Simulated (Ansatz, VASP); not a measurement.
## AlAs: VASP beside Ansatz

```
Al As
1.0
     0.00000    2.83723    2.83723
     2.83723    0.00000    2.83723
     2.83723    2.83723    0.00000
Al As
1 1
Direct
  0.00000 0.00000 0.00000
  0.25000 0.25000 0.25000
```

Alike in both runs: functional PBEsol; k mesh 8 × 8 × 8; occupations gaussian, width 0.02 eV; no spin polarisation.

Ansatz relaxed the structure, and its values are those at the end. VASP's run is a single point on that final structure, the one shown.

```csv
,VASP,Ansatz
version,VASP 6.6.1,Ansatz 0.2.0
potentials or method,"VASP PAW PBE potentials, release 64 (Al, As), cutoff 500 eV","scalar-relativistic, plane waves, PAW"
valence electrons in the cell,8,18
```

VASP gave:

```
gap on the k mesh at the Fermi level (eV) : 1.33
least direct gap on the mesh (eV)         : 1.92
pressure (GPa)                            : 0.3
```

**Question.** Which values does Ansatz return?

**Answer.** gap on the k mesh at the Fermi level (eV): 1.34; least direct gap on the mesh (eV): 1.91; pressure (GPa): 0.0.

VASP's potentials were made for PBE, not for PBEsol, and Ansatz warns of the same on its side. With one functional, cell and mesh, what is left measures potentials, basis and numerics. VASP's potentials hold 8 valence electrons a cell and Ansatz's 18, so a difference there can come from the potentials and not from the codes.
